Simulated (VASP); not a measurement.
Set up this calculation in VASP 6.6.1, as the native input.

* Task: single point
* Functional: LDA
* Potentials or basis: VASP PAW LDA potentials, release 64 (Ga_d, Sb)
* Cutoff: 520 eV
* k mesh: 10 × 10 × 10
* Occupations: gaussian, width 0.15 eV
* Spin: no spin polarisation
* Dipole correction: no
* Further INCAR settings: ALGO = Normal; EDIFF = 1e-06; NBANDS = 22

The structure of GaSb3 lies in POSCAR:

```
GaSb3
1.0
   -0.0965263301      3.6220011279      3.3565084452
    3.5254747978      0.0000000000      3.2599821152
    3.6220011279      3.6220011279     -0.0965263301
Ga Sb
1 3
Direct
    0.0000000000      0.0000000000      0.0000000000
    0.2500000000      0.2500000000      0.2500000000
    0.7500000000      0.7500000000      0.7500000000
    0.5000000000      0.5000000000      0.5000000000
```

This cell differs from its parent crystal: engineering shear strain xz -0.0533, normal strain along z -0.0733.

The input as run:

INCAR

```
PREC     = Accurate       # precision mode
ENCUT    = 520            # plane-wave cutoff, eV
EDIFF    = 1E-6           # SCF threshold, eV
ISMEAR   = 0              # smearing method
SIGMA    = 0.15           # smearing width, eV
LREAL    = False          # projectors in reciprocal space
LASPH    = True           # aspherical terms in the spheres
NELM     = 80             # most SCF steps
ALGO     = Normal         # electronic algorithm
ISIF     = 2              # what is computed and relaxed
LWAVE    = False          # write WAVECAR
LCHARG   = False          # write CHGCAR
NBANDS   = 22             # bands
```

KPOINTS

```
Automatic mesh
0
Gamma
  10 10 10
```

Potentials or basis: VASP PAW LDA potentials, release 64 (Ga_d, Sb).

The run is started by

```console
$ cat potpaw_LDA.64/Ga_d/POTCAR potpaw_LDA.64/Sb/POTCAR > POTCAR
$ mpirun -np 1 vasp_std > vasp.out
```

It gave:

```yaml
Pressure: 7.0 GPa
Largest_force: 0.214 eV/Å
Band_gap_on_the_k_mesh: zero (bands 14 and 15 overlap by 4.41 eV)
```

Caveat: the cell differs from its parent crystal (engineering shear strain xz -0.0533, normal strain along z -0.0733); the cell stands under pressure; spin-orbit coupling is left out, which moves the levels of the heavy elements.

Wall time 5.2 min on 1 thread of Intel(R) Xeon(R) Platinum 8259CL CPU @ 2.50GHz (Skylake/Cascade Lake), with other jobs on the host, peak memory 0.58 GiB.
